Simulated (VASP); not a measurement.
CdPd3:

```
CELL_PARAMETERS angstrom
3.99697 0.00000 0.00000
0.00000 3.99697 0.00000
0.00000 0.00000 3.99697
ATOMIC_POSITIONS crystal
Cd 0.00000 0.00000 0.00000
Pd 0.00000 0.50000 0.50000
Pd 0.50000 0.00000 0.50000
Pd 0.50000 0.50000 0.00000
```

| Property | Result |
| --- | --- |
| Program | VASP 6.6.1 |
| Task | relaxation of volume and atoms at fixed shape |
| Functional | LDA |
| Potentials or basis | VASP PAW LDA potentials, release 64 (Cd, Pd) |
| Cutoff | 600 eV |
| k mesh | 6 × 6 × 6 |
| Occupations | gaussian, width 0.1 eV |
| Spin | no spin polarisation |

At the start: pressure -9.1 GPa; volume 15.96 Å³/atom.

Where does the relaxation end?

Over 3 steps the energy falls by 26.8 meV/atom and the volume is 15.10 Å³/atom (-5.4 %); space group Pm-3m (No. 221, to 0.05 Å).

Step by step:
```csv
step,energy change (eV),largest force (eV/Å),pressure (GPa),volume (Å³)
1,0.0000,0.0000,-9.12,63.85
2,0.1253,0.0000,17.95,55.82
3,-0.1071,0.0000,-0.20,60.39
```

Final structure:
```xyz
4
Lattice="3.9233 0.0000 0.0000 0.0000 3.9233 0.0000 0.0000 0.0000 3.9233" Properties=species:S:1:pos:R:3 pbc="T T T"
Cd    0.0000    0.0000    0.0000
Pd    0.0000    1.9617    1.9617
Pd    1.9617    0.0000    1.9617
Pd    1.9617    1.9617    0.0000
```
